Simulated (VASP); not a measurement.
# Na4Li7S2Cl7 in VASP: a series of runs

Na4Li7S2Cl7 is run at these levels: PBE+D3(BJ); tasks: single point.

Everything below comes from runs of VASP 6.6.1. Logs are shortened: lines on timing, memory, paths and dates and some standing lists are left out, and cuts for length are marked.

### Step 1. The cell of the first run

The cell holds an amorphous packing of atoms, 20 atoms: a = 7.474 Å, b = 7.370 Å, c = 7.557 Å, α = 90.99°, β = 91.66°, γ = 89.35°.

### Step 2. Single point, PBE+D3(BJ)

INCAR

```
ALGO     = Normal         # electronic algorithm
EDIFF    = 1E-6           # SCF threshold, eV
ENCUT    = 520            # plane-wave cutoff, eV
GGA      = PE             # functional
ISIF     = 2              # what is computed and relaxed
ISMEAR   = -1             # smearing method
ISYM     = 0            
IVDW     = 12             # dispersion correction
LASPH    = True           # aspherical terms in the spheres
LCHARG   = True           # write CHGCAR
LELF     = True           # ELF
LREAL    = Auto         
LVHAR    = True         
LWAVE    = False          # write WAVECAR
NBANDS   = 71             # bands
NELM     = 100            # most SCF steps
PREC     = Accurate       # precision mode
SIGMA    = 0.1551         # smearing width, eV
```

KPOINTS

```
Automatic mesh
0
Gamma
  1 1 1
  0.25 0.25 0.25
```

POSCAR

```
Na4Li7S2Cl7
1.0
    7.4728680000      0.0415700000     -0.1084870000
    0.0415700000      7.3694800000     -0.0643420000
   -0.1084870000     -0.0643420000      7.5562280000
Na S Li Cl
4 2 7 7
Direct
    0.5419308026      0.6261580523      0.4981863581
    0.8586417137      0.6768651872      0.8361598305
    0.5055688419      0.8160135958      0.9351803034
    0.9783731391      0.0694540067      0.1951895280
    0.3466076285      0.5850377162      0.1858386113
    0.1194948875      0.3530292659      0.3167840159
    0.7180103355      0.2328884970      0.6267260992
    0.0855222393      0.6347688131      0.3268663077
    0.1621455789      0.2603613502      0.5967510321
    0.5780562552      0.3981045566      0.0874602291
    0.4150195131      0.1532497530      0.1965178416
    0.2020316310      0.4890257314     -0.0801062780
    1.2007161040      0.9897471078      0.7509447037
    0.8074381572      0.6322244925      0.1826793913
    0.4761596960      0.1691080602      0.8651025204
   -0.0696141619      0.2499481840      0.7934674463
    0.6745618183      0.0825672691      0.3773332053
    0.1759363747      0.9085790906      1.0014005143
    0.3052194432      0.5030720076      0.6906386362
    0.1459022999      0.8988363483      0.4781425906
```

Potentials or basis: VASP PAW PBE potentials, release 64 (Na_pv, S, Li_sv, Cl).

The run is started by

```console
$ cat potpaw_PBE.64/Na_pv/POTCAR potpaw_PBE.64/S/POTCAR potpaw_PBE.64/Li_sv/POTCAR potpaw_PBE.64/Cl/POTCAR > POTCAR
$ mpirun -np 1 vasp_std > vasp.out
```

OUTCAR:

```text
EDIFF = 1E-6
   ENCUT = 520
   GGA = PE
   ISIF = 2
   ISMEAR = -1
   ISYM = 0
   IVDW = 12
   LASPH = True
   LREAL = Auto
   NELM = 100
   PREC = Accurate
 IVDW          = 12

 ion  position               nearest neighbor table
   1  0.542  0.626  0.498-  19 2.51   5 2.75
   2  0.859  0.677  0.836-  14 2.68
   3  0.506  0.816  0.935-  18 2.61  15 2.67
   4  0.978  0.069  0.195-  18 2.40   6 2.50  17 2.69
   5  0.347  0.585  0.186-   8 2.27  10 2.33  12 2.36   6 2.65   1 2.75
   6  0.119  0.353  0.317-   8 2.09   9 2.25   4 2.50   5 2.65
   7  0.718  0.233  0.627-  16 2.00  17 2.19
   8  0.086  0.635  0.327-   6 2.09   5 2.27  20 2.28  14 2.32
   9  0.162  0.260  0.597-  19 2.19   6 2.25  16 2.32  13 2.34
  10  0.578  0.398  0.087-   5 2.33  11 2.36  15 2.47  14 2.53
  11  0.415  0.153  0.197-  10 2.36  17 2.40  15 2.56
  12  0.202  0.489  0.920-  19 1.92   5 2.36
  13  0.201  0.990  0.751-  18 2.01  20 2.19   9 2.34  15 2.58
  14  0.807  0.632  0.183-   8 2.32  10 2.53   2 2.68
  15  0.476  0.169  0.865-  10 2.47  11 2.56  13 2.58   3 2.67
  16  0.930  0.250  0.793-   7 2.00   9 2.32
  17  0.675  0.083  0.377-   7 2.19  11 2.40   4 2.69
  18  0.176  0.909  0.001-  13 2.01   4 2.40   3 2.61
  19  0.305  0.503  0.691-  12 1.92   9 2.19   1 2.51
  20  0.146  0.899  0.478-  13 2.19   8 2.28

IMPORTANT INFORMATION: All symmetrisations will be switched off!
NOSYMM: (Re-)initialisation of all symmetry stuff for point group C_1.

----------------------------------------------------------------------------------------

                                     Primitive cell

  volume of cell :     416.0000

  direct lattice vectors                    reciprocal lattice vectors
     7.472868000  0.041570000 -0.108487000     0.133849345 -0.000738298  0.001915428
     0.041570000  7.369480000 -0.064342000    -0.000738298  0.135708946  0.001144975
    -0.108487000 -0.064342000  7.556228000     0.001915428  0.001144975  0.132378413

  length of vectors
     7.473771045  7.369878115  7.557280656     0.133865086  0.135715784  0.132397220

  position of ions in fractional coordinates (direct lattice)
     0.541930803  0.626158052  0.498186358
     0.858641714  0.676865187  0.836159831
     0.505568842  0.816013596  0.935180303
     0.978373139  0.069454007  0.195189528
     0.346607629  0.585037716  0.185838611
     0.119494887  0.353029266  0.316784016
[... 12 lines left out ...]
     0.305219443  0.503072008  0.690638636
     0.145902300  0.898836348  0.478142591

  ion indices of the primitive-cell ions
   primitive index   ion index
                 1           1
                 2           2
                 3           3
                 4           4
                 5           5
                 6           6
[... 12 lines left out ...]
                19          19
                20          20

----------------------------------------------------------------------------------------

 KPOINTS: Automatic mesh

Automatic generation of k-mesh.
 Grid dimensions read from file:
 generate k-points for:    1    1    1

 Generating k-lattice:

  Cartesian coordinates                     Fractional coordinates (reciprocal lattice)
     0.133849345 -0.000738298  0.001915428     1.000000000  0.000000000  0.000000000
    -0.000738298  0.135708946  0.001144975     0.000000000  1.000000000  0.000000000
     0.001915428  0.001144975  0.132378413     0.000000000 -0.000000000  1.000000000

  Length of vectors
     0.133865086  0.135715784  0.132397220

  Shift w.r.t. Gamma in fractional coordinates (k-lattice)
     0.250000000  0.250000000  0.250000000

 Subroutine IBZKPT returns following result:
 ===========================================

 Found      1 irreducible k-points:

 Following reciprocal coordinates:
            Coordinates               Weight
  0.250000  0.250000  0.250000      2.000000
   k-points           NKPTS =      1   k-points in BZ     NKDIM =      1   number of bands    NBANDS=     71
   number of dos      NEDOS =    301   number of ions     NIONS =     20
   total plane-waves  NPLWV = 175616
   dimension x,y,z NGX =    56 NGY =   56 NGZ =   56
   dimension x,y,z NGXF=   112 NGYF=  112 NGZF=  112
   ions per type =               4   2   7   7
   NGX,Y,Z   is equivalent  to a cutoff of  12.46, 12.63, 12.32 a.u.
   NGXF,Y,Z  is equivalent  to a cutoff of  24.91, 25.26, 24.64 a.u.
 SYSTEM =  unknown system
   PREC   = accura    normal or accurate (medium, high low for compatibility)
   ISTART =      0    job   : 0-new  1-cont  2-samecut
   ICHARG =      2    charge: 1-file 2-atom 10-const
   ISPIN  =      1    spin polarized calculation?
   LNONCOLLINEAR =      F non collinear calculations
   LSORBIT =      F    spin-orbit coupling
   LASPH  =      T    aspherical Exc in radial PAW
   ENCUT  =  520.0 eV  38.22 Ry    6.18 a.u.  13.90 13.70 14.05*2*pi/ulx,y,z
   NELM   =    100;   NELMIN=  2; NELMDL= -5     # of ELM steps
   EDIFF  = 0.1E-05   stopping-criterion for ELM
   LREAL  =      T    real-space projection
   EDIFFG = 0.1E-04   stopping-criterion for IOM
   NSW    =      0    number of steps for IOM
   IBRION =     -1    ionic relax: 0-MD 1-quasi-New 2-CG
   NFREE  =      0    steps in history (QN), initial steepest desc. (CG)
   ISIF   =      2    stress and relaxation
   ISYM   =      0    0-nonsym 1-usesym 2-fastsym
   POTIM  = 0.5000    time-step for ionic-motion
   TEBEG  =    0.0;   TEEND  =   0.0 temperature during run
   PSTRESS=    0.0 pullay stress
   NELECT =     110.0000    total number of electrons
   NUPDOWN=      -1.0000    fix difference up-down
   EMIN   =  10.00;   EMAX   =-10.00  energy-range for DOS
   EFERMI =   0.00;   METHOD = LEGACY
   ISMEAR =    -1;   SIGMA  =   0.16  broadening in eV -4-tet -1-fermi 0-gaus
   EFERMI_NEDOS =   21; number of points for ismear=-14 and -15
   IALGO  =     38    algorithm
   IMIX   =      4    mixing-type and parameters
     AMIX     =   0.40;   BMIX     =  1.00
     AMIX_MAG =   1.60;   BMIX_MAG =  1.00
  volume/ion in A,a.u.               =      20.80       140.37
  Fermi-wavevector in a.u.,A,eV,Ry     =   1.050771  1.985669 15.022451  1.104119
  Thomas-Fermi vector in A             =   2.185787
   LORBIT       =      0    0 simple, 1 ext, 2 COOP (PROOUT), +10 PAW based schemes
   GGA     = PE    functional components
   LHFCALC =     F    Hartree Fock is set to
   AEXX    =    0.0000 exact exchange contribution
   IVDW    =    12    specifies the selected vdW correction
   LEPSILON=     F    determine dielectric tensor
   LRPA    =     F    only Hartree local field effects (RPA)
 non-spin polarized calculation
  energy-cutoff  :      520.00
  volume of cell :      416.00
 maximum number of plane-waves:     11189
 NGX is ok and might be reduce to    56
   NGX = 27   NGY = 27   NGZ = 29

 number of electron     110.0000009 magnetization

 Free energy of the ion-electron system (eV)
  ---------------------------------------------------
  ext. energy  EPLUGINS =         0.00000000
  ---------------------------------------------------
  free energy    TOTEN  =       -62.68748048 eV

  energy without entropy =      -62.29265882  energy(sigma->0) =      -62.49006965

 E-fermi :   2.9516     XC(G=0):  -7.8823

 val. band max:        2.8429734370   @ k =   0.2500   0.2500   0.2500
 cond. band min:       3.0601356736   @ k =   0.2500   0.2500   0.2500
 fundamental gap:      0.2171622366
 Fermi energy:         2.9516119907

 k-point     1 :       0.2500    0.2500    0.2500
  band No.  band energies     occupation
      1     -44.8539      2.00000
      2     -44.4755      2.00000
      3     -44.3335      2.00000
      4     -44.2923      2.00000
      5     -43.8837      2.00000
      6     -43.7144      2.00000
[... 59 lines left out ...]
     66       7.0940      0.00000
     67       7.3986      0.00000
 [bands above 67 left out]

------------------------ aborting loop because EDIFF is reached ----------------------------------------

 Edisp (eV)   -4.11400

 E8    (eV) :    -1.6489

  FORCE on cell =-STRESS in cart. coord.  units (eV):
  Direction    XX          YY          ZZ          XY          YZ          ZX
  --------------------------------------------------------------------------------------
  -------------------------------------------------------------------------------------
  Total       8.48325    10.13755     8.57503    -1.01959    -4.62229    -0.81850
  in kB      32.67229    39.04365    33.02577    -3.92684   -17.80223    -3.15238
  external pressure =       34.91 kB  Pullay stress =        0.00 kB

 VOLUME and BASIS-vectors are now :
 -----------------------------------------------------------------------------
  energy-cutoff  :      520.00
  volume of cell :      416.00
      direct lattice vectors                 reciprocal lattice vectors
     7.472868000  0.041570000 -0.108487000     0.133849345 -0.000738298  0.001915428
     0.041570000  7.369480000 -0.064342000    -0.000738298  0.135708946  0.001144975
    -0.108487000 -0.064342000  7.556228000     0.001915428  0.001144975  0.132378413

 POSITION                                       TOTAL-FORCE (eV/Angst)
 -----------------------------------------------------------------------------------
      4.02176      4.60493      3.66533         0.133621      0.445356     -0.873797
      6.35394      4.97004      6.18151         0.543018     -0.018407     -0.079951
      3.71052      5.97444      6.95908         0.018948     -0.381765      0.447946
      7.29296      0.53995      1.36429        -0.804831      0.038460      0.371276
      2.59431      4.31387      1.32899         1.167705     -0.928617     -0.311216
      0.87328      2.58623      2.35801         0.526503     -1.697356     -0.273989
[... 12 lines left out ...]
      2.22685      3.67563      5.15314         0.817673      1.027859     -1.488865
      1.07580      6.59926      3.53929         0.063840      0.377098      0.492566
 -----------------------------------------------------------------------------------
    total drift:                               -0.000377     -0.001272      0.003660

  FREE ENERGIE OF THE ION-ELECTRON SYSTEM (eV)
  ---------------------------------------------------
  free  energy   TOTEN  =       -66.8014797763 eV

  energy  without entropy=      -66.4066581136  energy(sigma->0) =      -66.60406894
```

It took 56 s on 1 thread of Intel Xeon Platinum 8488C (Sapphire Rapids), shared host; peak memory 0.46 GiB.

What came out:

- Free energy: -66.8015 eV
- Largest force: 2.746 eV/Å
- Band gap on the k mesh: 0.22 eV
- Dispersion energy per atom: -0.206 eV

Forces on the atoms (eV/Å):
```
Na   0.134  0.445 -0.874
Na   0.543 -0.018 -0.080
Na   0.019 -0.382  0.448
Na  -0.805  0.038  0.371
S    1.168 -0.929 -0.311
S    0.527 -1.697 -0.274
Li  -1.193 -0.194 -0.575
Li  -0.240  0.845  0.036
Li  -0.197  0.207 -0.781
Li   0.505  0.779 -0.098
Li  -0.972 -0.163  0.544
Li  -0.716 -0.374  2.624
Li   0.001  0.199 -0.690
Cl  -0.494  0.219 -0.480
Cl   0.514 -0.163  0.234
Cl   1.349  0.292  1.125
Cl  -0.649  0.133 -0.536
Cl  -0.375 -0.643  0.313
Cl   0.818  1.028 -1.489
Cl   0.064  0.377  0.493
```

Caveat: the k points lie up to 0.85 Å⁻¹ apart; the cutoff is under 1.25 times the usual one of these potentials, so pressure, stress and relaxed cells hold a basis-set (Pulay) error.

### Step 3. Single point, PBE+D3(BJ)

INCAR

```
PREC = Accurate
ENCUT = 520
EDIFF = 1E-7
ISMEAR = -1
SIGMA = 0.1551
LREAL = Auto
LASPH = True
NELM = 60
ALGO = Normal
ISIF = 2
LWAVE = False
LCHARG = False
GGA = PE
IVDW = 12
ISYM = 0
NBANDS = 71
```

KPOINTS is that of step 2.

POSCAR

```
Na4Li7S2Cl7
1.0
    7.4728680000      0.0415700000     -0.1084870000
    0.0415700000      7.3694800000     -0.0643420000
   -0.1084870000     -0.0643420000      7.5562280000
Na S Li Cl
4 2 7 7
Direct
    0.6215341251      0.6448561001      0.5235663487
    1.0033936592      0.8305220836      0.8101078501
    0.5381359507      0.7919622342      0.9303123449
    0.8846120330     -0.0067402331      0.1838815909
    0.5231122835      0.5645673475      0.2123582394
    0.0242423830      0.3432049902      0.2706329770
    0.7356622469      0.1393479527      0.6253058690
    0.2681805389      0.6247685723      0.2928221543
    0.0192521072      0.2948959059      0.5422242150
    0.8008530043      0.4336611131      0.1091566802
    0.4597299890      0.2170811527      0.2265579020
    0.2309477853      0.3128663305     -0.0407406608
    1.2876996170      1.0655279479      0.7221810760
    0.8498037633      0.7409237715      0.0646118908
    0.5330130112      0.2094138885      0.8665850330
   -0.0078602746      0.2157372800      0.8291445455
    0.6262649289      0.0208444661      0.4082668996
    0.2467027101      0.9376633736      1.0071479015
    0.2960179882      0.5140369754      0.6798774826
    0.0904603818      0.9080266998      0.5100718281
```

Potentials or basis: VASP PAW PBE potentials, release 64 (Na_pv, S, Li_sv, Cl).

The run is started by

```console
$ cat potpaw_PBE.64/Na_pv/POTCAR potpaw_PBE.64/S/POTCAR potpaw_PBE.64/Li_sv/POTCAR potpaw_PBE.64/Cl/POTCAR > POTCAR
$ mpirun -np 1 vasp_std > vasp.out
```

It took 56 s on 1 thread of Intel Xeon Platinum 8488C (Sapphire Rapids), shared host; peak memory 0.46 GiB.

Results (log left out):

| Quantity | Value |
| --- | --- |
| Free energy | -68.4351 eV |
| Largest force | 4.869 eV/Å |
| Band gap on the k mesh | 1.92 eV |
| Dispersion energy per atom | -0.204 eV |

Forces on the atoms (eV/Å):
```
Na  -0.081 -0.163 -0.160
Na   0.350 -0.538 -0.588
Na  -0.357 -0.464  0.395
Na   1.238  4.223  2.085
S    0.290 -1.765 -0.570
S    0.920 -0.039 -0.546
Li   0.291  0.733  1.435
Li  -1.708 -0.106  0.512
Li   0.947  0.216  0.374
Li  -0.684  0.437 -0.076
Li  -0.183  0.567  0.131
Li   0.405  0.858  0.702
Li  -0.114 -0.043 -0.241
Cl  -0.315 -3.641 -2.097
Cl   0.704 -0.525 -0.119
Cl  -1.454  0.063 -0.950
Cl  -1.019 -0.627 -0.623
Cl   0.467  0.252  0.721
Cl   0.021  0.364  0.085
Cl   0.283  0.198 -0.470
```

Levels at points of the mesh, in eV from the valence-band top:
```csv
k point,band 53,band 54,band 55,band 56,band 57,band 58
"(0.25, 0.25, 0.25)",-0.53,-0.22,0.00,1.92,3.12,3.82
```

Caveat: the k points lie up to 0.85 Å⁻¹ apart; the cutoff is under 1.25 times the usual one of these potentials, so pressure, stress and relaxed cells hold a basis-set (Pulay) error.

(Part 1 of 2 ends here.)
